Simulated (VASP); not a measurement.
**Zn: single point with PBE**

Zn:

```
CELL_PARAMETERS angstrom
1.24410 2.15484 0.00000
-1.24410 2.15484 0.00000
0.00000 0.00000 4.69243
ATOMIC_POSITIONS crystal
Zn 0.33333 0.33334 0.25000
Zn 0.66666 0.66667 0.75000
```

```
Program                : VASP 6.6.1
Task                   : single point
Functional             : PBE
Potentials or basis    : VASP PAW PBE potentials, release 64 (Zn)
Cutoff                 : 520 eV
k mesh                 : 10 × 10 × 5
Occupations            : fermi-dirac, width 0.1342 eV
Spin                   : no spin polarisation
Dipole correction      : no
Further INCAR settings : ALGO = Normal; EDIFF = 1e-07; NBANDS = 19
```

```yaml
Pressure: 23.8 GPa
Band_gap_on_the_k_mesh: zero (band 12 reaches 5.91 eV, above the bottom of band 13 at 1.56 eV)
```

Stress tensor (GPa, compression positive):
```
27.63  0.00  0.00
 0.00 27.63  0.00
 0.00  0.00 16.13
```

Levels at points of the mesh, in eV from the Fermi level:
```csv
k point,band 9,band 10,band 11,band 12,band 13,band 14,band 15,band 16
"(0.00, 0.00, 0.00)",-7.58,-7.31,-7.31,-4.63,-2.92,14.94,19.02,20.61
"(0.50, 0.00, 0.00)",-7.05,-7.03,-3.28,-2.07,3.20,3.88,5.41,6.29
"(0.50, 0.50, 0.00)",-7.05,-7.03,-3.28,-2.07,3.20,3.88,5.41,6.29
```

Wall time 68 s on 1 thread of Intel Xeon 8259CL (shared host), peak memory 0.16 GiB.
